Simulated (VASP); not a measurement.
# K3LuN2 (P6/mmm) in VASP: single point with PBE

Aim: the single point of K3LuN2 with PBE.

All numbers are computed with VASP 6.6.1; they aren't measurements. Logs are shortened: lines on timing, memory, paths and dates and some standing lists are left out, and cuts for length are marked.

## 1. The cell of the first run

It takes space group P6/mmm (No. 191, hexagonal). Conventional cell: a = 7.132 Å, b = 7.132 Å, c = 5.430 Å, α = 90.00°, β = 90.00°, γ = 120.00°. K (site symmetry mmm) has 4 K at 3.57 Å and 4 N at 3.62 Å and 4 Lu at 4.48 Å within 4.7 Å. Within 2.8 Å of Lu (site symmetry 6/mmm) lie 2 N at 2.09 Å. N (site symmetry 6mm) has 1 N at 1.25 Å within 1.7 Å.

## 2. Single point, PBE

File INCAR:

```
  PREC = Accurate
  ENCUT = 520
  EDIFF = 1E-6
  ISMEAR = 0
  SIGMA = 0.2
  LREAL = F
  LASPH = T
  NELM = 80
  ALGO = Normal
  ISIF = 2
  LWAVE = F
  LCHARG = T
  GGA = PE
  LELF = T
  LVHAR = T
  NBANDS = 74
```

File KPOINTS:

```
Automatic mesh
0
Gamma
  6 6 2
```

File POSCAR:

```
K3LuN2
1.0
    7.1316934598      0.0000000000      0.0000000000
   -3.5658467299      6.1762277082      0.0000000000
    0.0000000000      0.0000000000     10.8591629990
K Lu N
6 2 4
Direct
    0.5000000000      0.0000000000      0.2500000000
    0.5000000000      0.0000000000      0.7500000000
    1.0000000000      0.5000000000      0.2500000000
    1.0000000000      0.5000000000      0.7500000000
    0.5000000000      0.5000000000      0.2500000000
    0.5000000000      0.5000000000      0.7500000000
    0.0000000000      0.0000000000      0.0000000000
    0.0000000000      0.0000000000      0.5000000000
    0.0000000000      0.0000000000      0.3075090838
    0.0000000000      0.0000000000      0.8075090838
    0.0000000000      0.0000000000      0.1924909162
    0.0000000000      0.0000000000      0.6924909162
```

Potentials or basis: VASP PAW PBE potentials, release 64 (K_sv, Lu, N).

Run with:

```sh
$ cat potpaw_PBE.64/K_sv/POTCAR potpaw_PBE.64/Lu/POTCAR potpaw_PBE.64/N/POTCAR > POTCAR
$ mpirun -np 1 vasp_std > vasp.out
```

OUTCAR:

```text
PREC = Accurate
   ENCUT = 520
   EDIFF = 1E-6
   ISMEAR = 0
   LREAL = F
   LASPH = T
   NELM = 80
   ISIF = 2
   GGA = PE

 ion  position               nearest neighbor table
   1  0.500  0.000  0.250-   3 3.57   5 3.57   5 3.57   3 3.57
   2  0.500  0.000  0.750-   4 3.57   6 3.57   6 3.57   4 3.57
   3  0.000  0.500  0.250-   5 3.57   5 3.57   1 3.57   1 3.57
   4  0.000  0.500  0.750-   6 3.57   6 3.57   2 3.57   2 3.57
   5  0.500  0.500  0.250-   3 3.57   3 3.57   1 3.57   1 3.57
   6  0.500  0.500  0.750-   4 3.57   4 3.57   2 3.57   2 3.57
   7  0.000  0.000  0.000-  10 2.09  11 2.09
   8  0.000  0.000  0.500-   9 2.09  12 2.09
   9  0.000  0.000  0.308-  11 1.25   8 2.09
  10  0.000  0.000  0.808-  12 1.25   7 2.09
  11  0.000  0.000  0.192-   9 1.25   7 2.09
  12  0.000  0.000  0.692-  10 1.25   8 2.09

  LATTYP: Found a hexagonal cell.
 ALAT       =     7.1316934598
 C/A-ratio  =     1.5226626131

  Lattice vectors:

 A1 = (   7.1316934598,   0.0000000000,   0.0000000000)
 A2 = (  -3.5658467299,   6.1762277082,   0.0000000000)
 A3 = (   0.0000000000,   0.0000000000,  10.8591629990)

Analysis of symmetry for initial positions (statically):
=====================================================================
 Subroutine PRICEL returns following result:

  LATTYP: Found a hexagonal cell.
 ALAT       =     7.1316934598
 C/A-ratio  =     0.7613313065

  Lattice vectors:

 A1 = (   7.1316934598,   0.0000000000,   0.0000000000)
 A2 = (  -3.5658467299,   6.1762277082,   0.0000000000)
 A3 = (   0.0000000000,   0.0000000000,   5.4295814995)

   2 primitive cells build up your supercell.

 Routine SETGRP: Setting up the symmetry group for a
 hexagonal supercell.

 Subroutine GETGRP returns: Found 24 space group operations
 (whereof 24 operations were pure point group operations)
 out of a pool of 24 trial point group operations.

The static configuration has the point symmetry D_6h.

Analysis of symmetry for dynamics (positions and initial velocities):
=====================================================================
 Subroutine PRICEL returns following result:

  LATTYP: Found a hexagonal cell.
 ALAT       =     7.1316934598
 C/A-ratio  =     0.7613313065

  Lattice vectors:

 A1 = (   7.1316934598,   0.0000000000,   0.0000000000)
 A2 = (  -3.5658467299,   6.1762277082,   0.0000000000)
 A3 = (   0.0000000000,   0.0000000000,   5.4295814995)

   2 primitive cells build up your supercell.

 Routine SETGRP: Setting up the symmetry group for a
 hexagonal supercell.

 Subroutine GETGRP returns: Found 24 space group operations
 (whereof 24 operations were pure point group operations)
 out of a pool of 24 trial point group operations.

The dynamic configuration has the point symmetry D_6h.

 Subroutine INISYM returns: Found 24 space group operations
 (whereof 24 operations are pure point group operations),
 and found     2 'primitive' translations

----------------------------------------------------------------------------------------

                                     Primitive cell

  volume of cell :     239.1566

  direct lattice vectors                    reciprocal lattice vectors
     7.131693460  0.000000000  0.000000000     0.140219151  0.080955564  0.000000000
    -3.565846730  6.176227708  0.000000000     0.000000000  0.161911129  0.000000000
     0.000000000  0.000000000  5.429581500     0.000000000  0.000000000  0.184176257

  length of vectors
     7.131693460  7.131693460  5.429581500     0.161911129  0.161911129  0.184176257

  position of ions in fractional coordinates (direct lattice)
     0.500000000  0.000000000  0.500000000
     0.000000000  0.500000000  0.500000000
     0.500000000  0.500000000  0.500000000
     0.000000000  0.000000000  0.000000000
     0.000000000  0.000000000  0.615018168
     0.000000000  0.000000000  0.384981832

  ion indices of the primitive-cell ions
   primitive index   ion index
                 1           1
                 2           3
                 3           5
                 4           7
                 5           9
                 6          11

----------------------------------------------------------------------------------------

 KPOINTS: Automatic mesh

Automatic generation of k-mesh.
 Grid dimensions read from file:
 generate k-points for:    6    6    2

 Generating k-lattice:

  Cartesian coordinates                     Fractional coordinates (reciprocal lattice)
     0.023369858  0.013492594  0.000000000     0.166666667 -0.000000000  0.000000000
     0.000000000  0.026985188  0.000000000     0.000000000  0.166666667  0.000000000
     0.000000000  0.000000000  0.046044064     0.000000000  0.000000000  0.500000000

  Length of vectors
     0.026985188  0.026985188  0.046044064

  Shift w.r.t. Gamma in fractional coordinates (k-lattice)
     0.000000000  0.000000000  0.000000000

 Subroutine IBZKPT returns following result:
 ===========================================

 Found     14 irreducible k-points:

 Following reciprocal coordinates:
            Coordinates               Weight
  0.000000  0.000000  0.000000      1.000000
  0.166667 -0.000000  0.000000      6.000000
  0.333333 -0.000000  0.000000      6.000000
  0.500000  0.000000  0.000000      3.000000
  0.166667  0.166667  0.000000      6.000000
  0.333333  0.166667  0.000000     12.000000
  0.333333  0.333333  0.000000      2.000000
  0.000000  0.000000  0.500000      1.000000
  0.166667 -0.000000  0.500000      6.000000
  0.333333 -0.000000  0.500000      6.000000
  0.500000  0.000000  0.500000      3.000000
  0.166667  0.166667  0.500000      6.000000
  0.333333  0.166667  0.500000     12.000000
  0.333333  0.333333  0.500000      2.000000
   k-points           NKPTS =     14   k-points in BZ     NKDIM =     14   number of bands    NBANDS=     74
   number of dos      NEDOS =    301   number of ions     NIONS =     12
   total plane-waves  NPLWV = 244944
   dimension x,y,z NGX =    54 NGY =   54 NGZ =   84
   dimension x,y,z NGXF=   108 NGYF=  108 NGZF=  168
   ions per type =               6   2   4
   NGX,Y,Z   is equivalent  to a cutoff of  12.59, 12.59, 12.86 a.u.
   NGXF,Y,Z  is equivalent  to a cutoff of  25.18, 25.18, 25.72 a.u.
 SYSTEM =  unknown system
   PREC   = accura    normal or accurate (medium, high low for compatibility)
   ISTART =      0    job   : 0-new  1-cont  2-samecut
   ICHARG =      2    charge: 1-file 2-atom 10-const
   ISPIN  =      1    spin polarized calculation?
   LNONCOLLINEAR =      F non collinear calculations
   LSORBIT =      F    spin-orbit coupling
   LASPH  =      T    aspherical Exc in radial PAW
   ENCUT  =  520.0 eV  38.22 Ry    6.18 a.u.  13.26 13.26 20.19*2*pi/ulx,y,z
   NELM   =     80;   NELMIN=  2; NELMDL= -5     # of ELM steps
   EDIFF  = 0.1E-05   stopping-criterion for ELM
   LREAL  =      F    real-space projection
   EDIFFG = 0.1E-04   stopping-criterion for IOM
   NSW    =      0    number of steps for IOM
   IBRION =     -1    ionic relax: 0-MD 1-quasi-New 2-CG
   NFREE  =      0    steps in history (QN), initial steepest desc. (CG)
   ISIF   =      2    stress and relaxation
   ISYM   =      2    0-nonsym 1-usesym 2-fastsym
   POTIM  = 0.5000    time-step for ionic-motion
   TEBEG  =    0.0;   TEEND  =   0.0 temperature during run
   PSTRESS=    0.0 pullay stress
   NELECT =     124.0000    total number of electrons
   NUPDOWN=      -1.0000    fix difference up-down
   EMIN   =  10.00;   EMAX   =-10.00  energy-range for DOS
   EFERMI =   0.00;   METHOD = LEGACY
   ISMEAR =     0;   SIGMA  =   0.20  broadening in eV -4-tet -1-fermi 0-gaus
   EFERMI_NEDOS =   21; number of points for ismear=-14 and -15
   IALGO  =     38    algorithm
   IMIX   =      4    mixing-type and parameters
     AMIX     =   0.40;   BMIX     =  1.00
     AMIX_MAG =   1.60;   BMIX_MAG =  1.00
  volume/ion in A,a.u.               =      39.86       268.98
  Fermi-wavevector in a.u.,A,eV,Ry     =   1.043866  1.972620 14.825664  1.089656
  Thomas-Fermi vector in A             =   2.178594
   LORBIT       =      0    0 simple, 1 ext, 2 COOP (PROOUT), +10 PAW based schemes
   GGA     = PE    functional components
   LHFCALC =     F    Hartree Fock is set to
   AEXX    =    0.0000 exact exchange contribution
   IVDW    =     0    specifies the selected vdW correction
   LEPSILON=     F    determine dielectric tensor
   LRPA    =     F    only Hartree local field effects (RPA)
 non-spin polarized calculation
 Gauss-broadening in eV      SIGMA  =   0.20
  energy-cutoff  :      520.00
  volume of cell :      478.31
 maximum number of plane-waves:     12904
 NGX is ok and might be reduce to    54
   NGX = 27   NGY = 27   NGZ = 41

 number of electron     124.0000039 magnetization

 Free energy of the ion-electron system (eV)
  ---------------------------------------------------
  ext. energy  EPLUGINS =         0.00000000
  ---------------------------------------------------
  free energy    TOTEN  =       -46.59159488 eV

  energy without entropy =      -46.39173554  energy(sigma->0) =      -46.49166521

 E-fermi :   0.6289     XC(G=0):  -6.8862

 val. band max:        0.6194636121   @ k =   0.1667   0.1667   0.0000
 cond. band min:       0.6703340487   @ k =   0.5000   0.0000   0.5000
 fundamental gap:      0.0508704366
 Fermi energy:         0.6288991407

 k-point     1 :       0.0000    0.0000    0.0000
  band No.  band energies     occupation
      1     -55.6238      2.00000
      2     -55.6238      2.00000
      3     -31.8884      2.00000
      4     -31.8882      2.00000
      5     -31.8269      2.00000
      6     -31.8269      2.00000
[... 66 lines left out ...]
     73       3.0530      0.00000
     74       3.0537      0.00000
[... 999 lines left out ...]
     73       2.8296      0.00000
     74       2.8296      0.00000

------------------------ aborting loop because EDIFF is reached ----------------------------------------

  FORCE on cell =-STRESS in cart. coord.  units (eV):
  Direction    XX          YY          ZZ          XY          YZ          ZX
  --------------------------------------------------------------------------------------
  -------------------------------------------------------------------------------------
  Total       -0.0343692     -0.0343692      1.6203698     -0.0000000      0.0000000      0.0000000
  in kB       -0.1151245     -0.1151245      5.4276572     -0.0000000      0.0000000      0.0000000
  external PRESSURE =       1.7324694 kB  Pullay stress =       0.0000000 kB

 VOLUME and BASIS-vectors are now :
 -----------------------------------------------------------------------------
  energy-cutoff  :      520.00
  volume of cell :      478.31
      direct lattice vectors                 reciprocal lattice vectors
     7.131693460  0.000000000  0.000000000     0.140219151  0.080955564  0.000000000
    -3.565846730  6.176227708  0.000000000     0.000000000  0.161911129  0.000000000
     0.000000000  0.000000000 10.859162999     0.000000000  0.000000000  0.092088129

 POSITION                                       TOTAL-FORCE (eV/Angst)
 -----------------------------------------------------------------------------------
      3.56585      0.00000      2.71479         0.000000      0.000000     -0.000000
      3.56585      0.00000      8.14437         0.000000      0.000000     -0.000000
     -1.78292      3.08811      2.71479         0.000000      0.000000     -0.000000
     -1.78292      3.08811      8.14437         0.000000      0.000000     -0.000000
      1.78292      3.08811      2.71479         0.000000      0.000000     -0.000000
      1.78292      3.08811      8.14437         0.000000      0.000000     -0.000000
      0.00000      0.00000      0.00000         0.000000      0.000000      0.000000
      0.00000      0.00000      5.42958         0.000000      0.000000      0.000000
      0.00000      0.00000      3.33929        -0.000000     -0.000000      0.133977
      0.00000      0.00000      8.76887         0.000000     -0.000000      0.133977
      0.00000      0.00000      2.09029        -0.000000      0.000000     -0.133977
      0.00000      0.00000      7.51987        -0.000000     -0.000000     -0.133977
 -----------------------------------------------------------------------------------
    total drift:                                0.000000     -0.000000      0.000000

  FREE ENERGIE OF THE ION-ELECTRON SYSTEM (eV)
  ---------------------------------------------------
  free  energy   TOTEN  =       -46.5915948775 eV

  energy  without entropy=      -46.3917355393  energy(sigma->0) =      -46.49166521
```

Wall time 15 min (1 thread of Intel Xeon Platinum 8375C at 2.90GHz (Ice Lake), shared host); peak memory 0.8 GiB.

Results:

```
Free energy            : -46.5916 eV
Pressure               : 0.2 GPa
Largest force          : 0.134 eV/Å
Band gap on the k mesh : zero (bands 62 and 63 overlap by 0.37 eV)
```

Forces in eV/Å, atoms in the order of the input:
```
K    0.000  0.000  0.000
K    0.000  0.000  0.000
K    0.000  0.000  0.000
K    0.000  0.000  0.000
K    0.000  0.000  0.000
K    0.000  0.000  0.000
Lu   0.000  0.000  0.000
Lu   0.000  0.000  0.000
N    0.000  0.000  0.134
N    0.000  0.000  0.134
N    0.000  0.000 -0.134
N    0.000  0.000 -0.134
```

Stress tensor (GPa, compression positive):
```
-0.01  0.00  0.00
 0.00 -0.01  0.00
 0.00  0.00  0.54
```

Levels at points of the mesh, in eV from the Fermi level:
```csv
k point,band 60,band 61,band 62,band 63,band 64,band 65
"(0.00, 0.00, 0.00)",-0.64,-0.43,0.21,0.21,0.85,0.85
"(0.50, 0.00, 0.00)",-0.59,-0.58,-0.31,0.21,0.46,0.68
"(0.00, 0.00, 0.50)",-0.22,-0.22,-0.22,0.40,0.40,1.15
"(0.50, 0.00, 0.50)",-0.70,-0.20,-0.20,0.04,0.04,0.70
```

Caveat: the standard files for N, O and F lose accuracy on very short bonds; spin-orbit coupling is left out, which moves the levels of the heavy elements.
